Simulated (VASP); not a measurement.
# Lu (Im-3m) in VASP: further runs

Lu is run at these levels: PBEsol; tasks: single point, relaxation of cell and atoms.

All numbers are computed with VASP 6.6.1; they aren't measurements. Logs are shortened: lines on timing, memory, paths and dates and some standing lists are left out, and cuts for length are marked.

### 1 The cell of the first run

It takes space group Im-3m (No. 229, cubic). Conventional cell: a = 3.836 Å, b = 3.836 Å, c = 3.836 Å, α = 90.00°, β = 90.00°, γ = 90.00°. Lu (site symmetry m-3m) has 14 Lu at 3.32 to 3.84 Å within 4.4 Å.

### 2 Single point, PBEsol

Input file INCAR:

```
SYSTEM = Lu
ALGO = Normal
EDIFF = 1E-6
ENCUT = 520
GGA = PS
ISIF = 2
ISMEAR = -1
LASPH = .True.
LCHARG = .False.
LREAL = .False.
LWAVE = .False.
NBANDS = 32
NELM = 100
PREC = Accurate
SIGMA = 0.05
```

Input file KPOINTS:

```
k-points
0
Gamma
  6 6 6
  0 0 0
```

Input file POSCAR:

```
Lu
1.0
    3.8359532707      0.0000000000      0.0000000000
    0.0000000000      3.8359532707      0.0000000000
    0.0000000000      0.0000000000      3.8359532707
Lu
2
Direct
    0.0000000000      0.0000000000      0.0000000000
    0.5000000000      0.5000000000      0.5000000000
```

Potentials or basis: VASP PAW PBE potentials, release 64 (Lu).

The run is started by

```
cat potpaw_PBE.64/Lu/POTCAR > POTCAR
mpirun -np 1 vasp_std > vasp.out
```

OUTCAR:

```text
SYSTEM = Lu
   EDIFF = 1E-6
   ENCUT = 520
   GGA = PS
   ISIF = 2
   ISMEAR = -1
   LASPH = .True.
   LREAL = .False.
   NELM = 100
   PREC = Accurate

 ion  position               nearest neighbor table
   1  0.000  0.000  0.000-   2 3.32   2 3.32   2 3.32   2 3.32   2 3.32   2 3.32   2 3.32   2 3.32

   2  0.500  0.500  0.500-   1 3.32   1 3.32   1 3.32   1 3.32   1 3.32   1 3.32   1 3.32   1 3.32

  LATTYP: Found a simple cubic cell.
 ALAT       =     3.8359532707

  Lattice vectors:

 A1 = (   3.8359532707,   0.0000000000,   0.0000000000)
 A2 = (   0.0000000000,   3.8359532707,   0.0000000000)
 A3 = (   0.0000000000,   0.0000000000,   3.8359532707)

Analysis of symmetry for initial positions (statically):
=====================================================================
 Subroutine PRICEL returns following result:

  LATTYP: Found a body centered cubic cell.
 ALAT       =     3.8359532707

  Lattice vectors:

 A1 = (   1.9179766354,   1.9179766354,  -1.9179766353)
 A2 = (  -1.9179766354,   1.9179766353,   1.9179766353)
 A3 = (   1.9179766354,  -1.9179766353,   1.9179766354)

   2 primitive cells build up your supercell.

 Routine SETGRP: Setting up the symmetry group for a
 simple cubic supercell.

 Subroutine GETGRP returns: Found 48 space group operations
 (whereof 48 operations were pure point group operations)
 out of a pool of 48 trial point group operations.

The static configuration has the point symmetry O_h .

Analysis of symmetry for dynamics (positions and initial velocities):
=====================================================================
 Subroutine PRICEL returns following result:

  LATTYP: Found a body centered cubic cell.
 ALAT       =     3.8359532707

  Lattice vectors:

 A1 = (   1.9179766354,   1.9179766354,  -1.9179766353)
 A2 = (  -1.9179766354,   1.9179766353,   1.9179766353)
 A3 = (   1.9179766354,  -1.9179766353,   1.9179766354)

   2 primitive cells build up your supercell.

 Routine SETGRP: Setting up the symmetry group for a
 simple cubic supercell.

 Subroutine GETGRP returns: Found 48 space group operations
 (whereof 48 operations were pure point group operations)
 out of a pool of 48 trial point group operations.

The dynamic configuration has the point symmetry O_h .

 Subroutine INISYM returns: Found 48 space group operations
 (whereof 48 operations are pure point group operations),
 and found     2 'primitive' translations

----------------------------------------------------------------------------------------

                                     Primitive cell

  volume of cell :      28.2221

  direct lattice vectors                    reciprocal lattice vectors
     1.917976635  1.917976635 -1.917976635     0.260691393  0.260691393  0.000000000
    -1.917976635  1.917976635  1.917976635    -0.000000000  0.260691393  0.260691393
     1.917976635 -1.917976635  1.917976635     0.260691393  0.000000000  0.260691393

  length of vectors
     3.322032980  3.322032980  3.322032980     0.368673303  0.368673303  0.368673303

  position of ions in fractional coordinates (direct lattice)
     0.000000000  0.000000000  0.000000000

  ion indices of the primitive-cell ions
   primitive index   ion index
                 1           1

----------------------------------------------------------------------------------------

 KPOINTS: k-points

Automatic generation of k-mesh.
 Grid dimensions read from file:
 generate k-points for:    6    6    6

 Generating k-lattice:

  Cartesian coordinates                     Fractional coordinates (reciprocal lattice)
     0.043448565  0.000000000  0.000000000     0.166666667  0.000000000  0.000000000
     0.000000000  0.043448565  0.000000000     0.000000000  0.166666667  0.000000000
     0.000000000  0.000000000  0.043448565     0.000000000  0.000000000  0.166666667

  Length of vectors
     0.043448565  0.043448565  0.043448565

  Shift w.r.t. Gamma in fractional coordinates (k-lattice)
     0.000000000  0.000000000  0.000000000

 Subroutine IBZKPT returns following result:
 ===========================================

 Found     20 irreducible k-points:

 Following reciprocal coordinates:
            Coordinates               Weight
  0.000000  0.000000  0.000000      1.000000
  0.166667  0.000000  0.000000      6.000000
  0.333333  0.000000  0.000000      6.000000
  0.500000  0.000000  0.000000      3.000000
  0.166667  0.166667  0.000000     12.000000
  0.333333  0.166667  0.000000     24.000000
[... 12 lines left out ...]
  0.500000  0.500000  0.333333      6.000000
  0.500000  0.500000  0.500000      1.000000
   k-points           NKPTS =     20   k-points in BZ     NKDIM =     20   number of bands    NBANDS=     32
   number of dos      NEDOS =    301   number of ions     NIONS =      2
   total plane-waves  NPLWV =  27000
   dimension x,y,z NGX =    30 NGY =   30 NGZ =   30
   dimension x,y,z NGXF=    60 NGYF=   60 NGZF=   60
   ions per type =               2
   NGX,Y,Z   is equivalent  to a cutoff of  13.00, 13.00, 13.00 a.u.
   NGXF,Y,Z  is equivalent  to a cutoff of  26.00, 26.00, 26.00 a.u.
 SYSTEM =  Lu
   PREC   = accura    normal or accurate (medium, high low for compatibility)
   ISTART =      0    job   : 0-new  1-cont  2-samecut
   ICHARG =      2    charge: 1-file 2-atom 10-const
   ISPIN  =      1    spin polarized calculation?
   LNONCOLLINEAR =      F non collinear calculations
   LSORBIT =      F    spin-orbit coupling
   LASPH  =      T    aspherical Exc in radial PAW
   ENCUT  =  520.0 eV  38.22 Ry    6.18 a.u.   7.13  7.13  7.13*2*pi/ulx,y,z
   NELM   =    100;   NELMIN=  2; NELMDL= -5     # of ELM steps
   EDIFF  = 0.1E-05   stopping-criterion for ELM
   LREAL  =      F    real-space projection
   EDIFFG = 0.1E-04   stopping-criterion for IOM
   NSW    =      0    number of steps for IOM
   IBRION =     -1    ionic relax: 0-MD 1-quasi-New 2-CG
   NFREE  =      0    steps in history (QN), initial steepest desc. (CG)
   ISIF   =      2    stress and relaxation
   ISYM   =      2    0-nonsym 1-usesym 2-fastsym
   POTIM  = 0.5000    time-step for ionic-motion
   TEBEG  =    0.0;   TEEND  =   0.0 temperature during run
   PSTRESS=    0.0 pullay stress
   NELECT =      50.0000    total number of electrons
   NUPDOWN=      -1.0000    fix difference up-down
   EMIN   =  10.00;   EMAX   =-10.00  energy-range for DOS
   EFERMI =   0.00;   METHOD = LEGACY
   ISMEAR =    -1;   SIGMA  =   0.05  broadening in eV -4-tet -1-fermi 0-gaus
   EFERMI_NEDOS =   21; number of points for ismear=-14 and -15
   IALGO  =     38    algorithm
   IMIX   =      4    mixing-type and parameters
     AMIX     =   0.40;   BMIX     =  1.00
     AMIX_MAG =   1.60;   BMIX_MAG =  1.00
  volume/ion in A,a.u.               =      28.22       190.45
  Fermi-wavevector in a.u.,A,eV,Ry     =   1.572262  2.971144 33.633699  2.472007
  Thomas-Fermi vector in A             =   2.673722
   LORBIT       =      0    0 simple, 1 ext, 2 COOP (PROOUT), +10 PAW based schemes
   GGA     = PS    functional components
   LHFCALC =     F    Hartree Fock is set to
   AEXX    =    0.0000 exact exchange contribution
   IVDW    =     0    specifies the selected vdW correction
   LEPSILON=     F    determine dielectric tensor
   LRPA    =     F    only Hartree local field effects (RPA)
 non-spin polarized calculation
  energy-cutoff  :      520.00
  volume of cell :       56.44
 maximum number of plane-waves:      1568
 NGX is ok and might be reduce to    30
   NGX = 15   NGY = 15   NGZ = 15

 number of electron      50.0000021 magnetization

 Free energy of the ion-electron system (eV)
  ---------------------------------------------------
  ext. energy  EPLUGINS =         0.00000000
  ---------------------------------------------------
  free energy    TOTEN  =        -9.61785904 eV

  energy without entropy =       -9.57599225  energy(sigma->0) =       -9.59692564

 E-fermi :   2.3781     XC(G=0): -10.9355

 val. band max:        2.3758227899   @ k =   0.3333   0.3333   0.3333
 cond. band min:       2.4121043491   @ k =   0.5000   0.3333   0.3333
 fundamental gap:      0.0362815591
 Fermi energy:         2.3780783658

 k-point     1 :       0.0000    0.0000    0.0000
  band No.  band energies     occupation
      1     -53.9685      2.00000
      2     -53.9025      2.00000
      3     -24.7501      2.00000
      4     -24.7501      2.00000
      5     -24.7501      2.00000
      6     -24.3588      2.00000
[... 24 lines left out ...]
     31       8.2860      0.00000
     32       8.2860      0.00000

 k-point     2 :       0.1667    0.0000    0.0000
  band No.  band energies     occupation
      1     -53.9635      2.00000
      2     -53.9064      2.00000
      3     -24.7480      2.00000
      4     -24.7228      2.00000
      5     -24.7228      2.00000
      6     -24.4108      2.00000
[... 24 lines left out ...]
     31       6.6767      0.00000
     32       7.1102      0.00000

 k-point     3 :       0.3333    0.0000    0.0000
  band No.  band energies     occupation
      1     -53.9504      2.00000
      2     -53.9174      2.00000
      3     -24.7254      2.00000
      4     -24.6488      2.00000
      5     -24.6488      2.00000
      6     -24.5326      2.00000
[... 24 lines left out ...]
     31       5.3407      0.00000
     32       6.3470      0.00000

 k-point     4 :       0.5000    0.0000    0.0000
  band No.  band energies     occupation
      1     -53.9334      2.00000
      2     -53.9334      2.00000
      3     -24.6535      2.00000
      4     -24.6535      2.00000
      5     -24.5497      2.00000
      6     -24.5497      2.00000
[... 514 lines left out ...]
     31       7.4545      0.00000
     32       7.4545      0.00000

 k-point    19 :       0.5000    0.5000    0.3333
  band No.  band energies     occupation
      1     -53.9295      2.00000
      2     -53.9295      2.00000
      3     -24.7728      2.00000
      4     -24.7728      2.00000
      5     -24.6108      2.00000
      6     -24.6108      2.00000
[... 24 lines left out ...]
     31       7.6994      0.00000
     32       7.7001      0.00000

 k-point    20 :       0.5000    0.5000    0.5000
  band No.  band energies     occupation
      1     -53.9290      2.00000
      2     -53.9290      2.00000
      3     -24.6340      2.00000
      4     -24.6340      2.00000
      5     -24.6340      2.00000
      6     -24.6340      2.00000
[... 24 lines left out ...]
     31       7.7357      0.00000
     32       7.7357      0.00000

------------------------ aborting loop because EDIFF is reached ----------------------------------------

  FORCE on cell =-STRESS in cart. coord.  units (eV):
  Direction    XX          YY          ZZ          XY          YZ          ZX
  --------------------------------------------------------------------------------------
  -------------------------------------------------------------------------------------
  Total        0.0389265      0.0389265      0.0389265     -0.0000000     -0.0000000     -0.0000000
  in kB        1.1049345      1.1049345      1.1049345     -0.0000000     -0.0000000     -0.0000000
  external PRESSURE =       1.1049345 kB  Pullay stress =       0.0000000 kB

 VOLUME and BASIS-vectors are now :
 -----------------------------------------------------------------------------
  energy-cutoff  :      520.00
  volume of cell :       56.44
      direct lattice vectors                 reciprocal lattice vectors
     3.835953271  0.000000000  0.000000000     0.260691393  0.000000000  0.000000000
     0.000000000  3.835953271  0.000000000     0.000000000  0.260691393  0.000000000
     0.000000000  0.000000000  3.835953271     0.000000000  0.000000000  0.260691393

 POSITION                                       TOTAL-FORCE (eV/Angst)
 -----------------------------------------------------------------------------------
      0.00000      0.00000      0.00000         0.000000     -0.000000      0.000000
      1.91798      1.91798      1.91798        -0.000000      0.000000     -0.000000
 -----------------------------------------------------------------------------------
    total drift:                                0.000000      0.000000      0.000000

  FREE ENERGIE OF THE ION-ELECTRON SYSTEM (eV)
  ---------------------------------------------------
  free  energy   TOTEN  =        -9.6178590375 eV

  energy  without entropy=       -9.5759922484  energy(sigma->0) =       -9.59692564
```

It took 30 s on 1 thread of Intel Xeon Platinum 8488C (Sapphire Rapids), shared host; peak memory 0.19 GiB.

Results:

- Free energy: -9.6179 eV
- Pressure: 0.1 GPa
- Band gap on the k mesh: zero (band 25 reaches 2.96 eV, above the bottom of band 26 at 2.11 eV)

Levels at points of the mesh, in eV from the Fermi level:
```tsv
k point	band 22	band 23	band 24	band 25	band 26	band 27	band 28	band 29
(0.00, 0.00, 0.00)	-5.01	-4.99	-1.64	-1.64	2.10	2.10	2.10	4.44
(0.50, 0.00, 0.00)	-5.03	-3.10	-3.10	0.58	0.58	2.14	2.14	2.14
(0.50, 0.50, 0.00)	-5.00	-2.65	-2.65	0.29	0.29	0.57	0.57	4.20
(0.50, 0.50, 0.50)	-5.04	-0.26	-0.26	-0.26	-0.26	-0.26	-0.26	4.37
```

Caveat: the PAW data sets were made with another functional, which shifts forces and pressure a little; spin-orbit coupling is left out, which moves the levels of the heavy elements.

### 3 Relaxation of cell and atoms, PBEsol

Input file INCAR:

```
SYSTEM = Lu
PREC = Accurate
ENCUT = 600
EDIFF = 1E-7
ISMEAR = -1
SIGMA = 0.05
LREAL = .FALSE.
LASPH = .TRUE.
NELM = 60
ALGO = Normal
ISIF = 3
LWAVE = .FALSE.
LCHARG = .FALSE.
GGA = PS
IBRION = 2
NSW = 80
EDIFFG = -0.03
```

Input file KPOINTS:

```
regular mesh
0
G
  6 6 6
  0 0 0
```

POSCAR is that of step 2.

Potentials or basis: VASP PAW PBE potentials, release 64 (Lu).

The run is started by

```
cat potpaw_PBE.64/Lu/POTCAR > POTCAR
mpirun -np 1 vasp_std > vasp.out
```

It took 55 s on 1 thread of Intel Xeon Platinum 8488C (Sapphire Rapids), shared host; peak memory 0.21 GiB.

The run converged. Its results:

* Free energy: -9.6193 eV
* Relaxed volume: 28.35 Å³/atom
* Relaxed cell: a = 3.842 Å, b = 3.842 Å, c = 3.842 Å, α = 90.00°, β = 90.00°, γ = 90.00°
* Space group after relaxing (to 0.05 Å): Im-3m (No. 229)
* Energy gained by relaxing: 0.1 meV/atom
* Ionic steps: 2
* Pressure after relaxing: 0.0 GPa
* Band gap on the k mesh: zero (band 25 reaches 2.95 eV, above the bottom of band 26 at 2.10 eV)

Step by step:
```
step  energy change (eV)  largest force (eV/Å)  pressure (GPa)  volume (Å³)
   1              0.0000                0.0000            0.17        56.44
   2             -0.0001                0.0000            0.00        56.69
```

Final structure:
```xyz
2
Lattice="3.8416 0.0000 0.0000 0.0000 3.8416 0.0000 0.0000 0.0000 3.8416" Properties=species:S:1:pos:R:3 pbc="T T T"
Lu    0.0000    0.0000    0.0000
Lu    1.9208    1.9208    1.9208
```

Levels at points of the mesh, in eV from the Fermi level:
| k point | band 21 | band 22 | band 23 | band 24 | band 25 | band 26 | band 27 | band 28 | band 29 | band 30 |
| --- | --- | --- | --- | --- | --- | --- | --- | --- | --- | --- |
| (0.00, 0.00, 0.00) | -5.01 | -5.01 | -5.00 | -1.63 | -1.63 | 2.09 | 2.09 | 2.09 | 4.42 | 4.42 |
| (0.50, 0.00, 0.00) | -5.04 | -5.04 | -3.10 | -3.10 | 0.59 | 0.59 | 2.13 | 2.13 | 2.13 | 2.13 |
| (0.50, 0.50, 0.00) | -5.01 | -5.01 | -2.64 | -2.64 | 0.29 | 0.29 | 0.56 | 0.56 | 4.19 | 4.19 |
| (0.50, 0.50, 0.50) | -5.05 | -5.05 | -0.26 | -0.26 | -0.26 | -0.26 | -0.26 | -0.26 | 4.33 | 4.33 |

Caveat: the PAW data sets were made with another functional, which shifts forces and pressure a little; spin-orbit coupling is left out, which moves the levels of the heavy elements.

### 4 Relaxation of cell and atoms, PBEsol

This run uses another cell than the first one, of 29.43 Å³/atom, 1.043 times its volume.

Changes to INCAR since step 3:

```diff
@@ -8,3 +8,3 @@
 LASPH = .TRUE.
-NELM = 60
+NELM = 100
 ALGO = Normal
```

KPOINTS is that of step 3.

Input file POSCAR:

```
Lu
1.0
    3.8900000000      0.0000000000      0.0000000000
    0.0000000000      3.8900000000      0.0000000000
    0.0000000000      0.0000000000      3.8900000000
Lu
2
Direct
    0.0000000000      0.0000000000      0.0000000000
    0.5000000000      0.5000000000      0.5000000000
```

The run is started by

```
cat potpaw_PBE.64/Lu/POTCAR > POTCAR
mpirun -np 1 vasp_std > vasp.out
```

Wall time 84 s (1 thread of Intel Xeon Platinum 8488C (Sapphire Rapids), shared host); peak memory 0.21 GiB.

Results (log left out):

* Free energy: -9.6195 eV
* Relaxed volume: 28.33 Å³/atom
* Relaxed cell: a = 3.841 Å, b = 3.841 Å, c = 3.841 Å, α = 90.00°, β = 90.00°, γ = 90.00°
* Space group after relaxing (to 0.05 Å): Im-3m (No. 229)
* Energy gained by relaxing: 6.0 meV/atom
* Ionic steps: 3
* Pressure after relaxing: 0.0 GPa
* Band gap on the k mesh: zero (band 25 reaches 2.95 eV, above the bottom of band 26 at 2.10 eV)

Step by step:
| step | energy change (eV) | largest force (eV/Å) | pressure (GPa) | volume (Å³) |
| --- | --- | --- | --- | --- |
| 1 | 0.0000 | 0.0000 | -1.73 | 58.86 |
| 2 | -0.0115 | 0.0000 | 0.39 | 56.20 |
| 3 | -0.0120 | 0.0000 | 0.03 | 56.67 |

Final structure:
```yaml
crystal:
  lattice:
    - [3.84102, 0.00000, 0.00000]
    - [0.00000, 3.84102, 0.00000]
    - [0.00000, 0.00000, 3.84102]
  atoms:
    - { symbol: Lu, position: [0.00000, 0.00000, 0.00000] }
    - { symbol: Lu, position: [0.50000, 0.50000, 0.50000] }
```

Levels at points of the mesh, in eV from the Fermi level:
```tsv
k point	band 21	band 22	band 23	band 24	band 25	band 26	band 27	band 28	band 29	band 30
(0.00, 0.00, 0.00)	-5.01	-5.01	-5.00	-1.63	-1.63	2.09	2.09	2.09	4.42	4.42
(0.50, 0.00, 0.00)	-5.04	-5.04	-3.10	-3.10	0.59	0.59	2.13	2.13	2.13	2.13
(0.50, 0.50, 0.00)	-5.01	-5.01	-2.64	-2.64	0.29	0.29	0.56	0.56	4.19	4.19
(0.50, 0.50, 0.50)	-5.05	-5.05	-0.26	-0.26	-0.26	-0.26	-0.26	-0.26	4.34	4.34
```

Caveat: the PAW data sets were made with another functional, which shifts forces and pressure a little; spin-orbit coupling is left out, which moves the levels of the heavy elements.

### 5 The runs side by side

```tsv
task	cell	cutoff (eV)	gap on the mesh (eV)	pressure (GPa)	relaxed volume (Å³/atom)
single point	a = 3.836 Å, 2 atoms	520	none	0.1	-
relaxation of cell and atoms	relaxed from a = 3.836 Å, 2 atoms	600	none	0.0	28.35
relaxation of cell and atoms	relaxed from a = 3.890 Å, 2 atoms	600	none	0.0	28.33
```

Alike in all rows: level PBEsol; potentials or basis VASP PAW PBE potentials, release 64 (Lu); no spin polarisation; k mesh 6 × 6 × 6; smearing fermi-dirac 0.05 eV.

Caveats: the PAW data sets were made with another functional, which shifts forces and pressure a little; spin-orbit coupling is left out, which moves the levels of the heavy elements.

Absolute energies hang on the potentials; compare differences alone.
